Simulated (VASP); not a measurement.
Write the native input for VASP 6.6.1 that does the following.

| Item | Value |
| --- | --- |
| Task | single point |
| Functional | RPBE |
| Potentials or basis | VASP PAW PBE potentials, release 64 (W_sv) |
| Cutoff | 520 eV |
| k mesh | 15 × 15 × 4 |
| Occupations | fermi-dirac, width 0.1 eV |
| Spin | no spin polarisation |
| Dipole correction | no |
| Further INCAR settings | ALGO = Normal; EDIFF = 1e-06; NBANDS = 36 |

The structure of W lies in POSCAR:

```
W
1.0
    2.8336228952      0.0000000000      0.0000000000
   -1.4168114476      2.4539894120      0.0000000000
    0.0000000000      0.0000000000      9.9981853156
W
4
Direct
    1.0000000000      1.0000000000      1.0000000000
    1.0000000000      1.0000000000      0.5000000000
    0.3333333333      0.6666666667      0.2500000000
    0.6666666667      0.3333333333      0.7500000000
```

This isn't the form of W at room conditions, which is bcc.

The input as run:

INCAR

```
SYSTEM = W
PREC = Accurate
ENCUT = 520
EDIFF = 1E-6
ISMEAR = -1
SIGMA = 0.1
LREAL = .False.
LASPH = .True.
NELM = 60
ALGO = Normal
ISIF = 2
LWAVE = .False.
LCHARG = .True.
GGA = RP
LELF = .True.
LVHAR = .True.
NBANDS = 36
```

KPOINTS

```
regular mesh
0
Gamma
  15 15 4
  0 0 0
```

Potentials or basis: VASP PAW PBE potentials, release 64 (W_sv).

Command:

```bash
$ cat potpaw_PBE.64/W_sv/POTCAR > POTCAR
$ mpirun -np 1 vasp_std > vasp.out
```

Results of the run:

* Pressure: -9.6 GPa
* Band gap on the k mesh: zero (bands 28 and 29 overlap by 1.71 eV)

Caveat: the cell stands under tension; the PAW data sets were made with another functional, which shifts forces and pressure a little; spin-orbit coupling is left out, which moves the levels of the heavy elements.

It took 110 s on 1 thread of AMD EPYC 9R45 96-Core Processor (Zen 5) (shared host), peak memory 0.26 GiB.
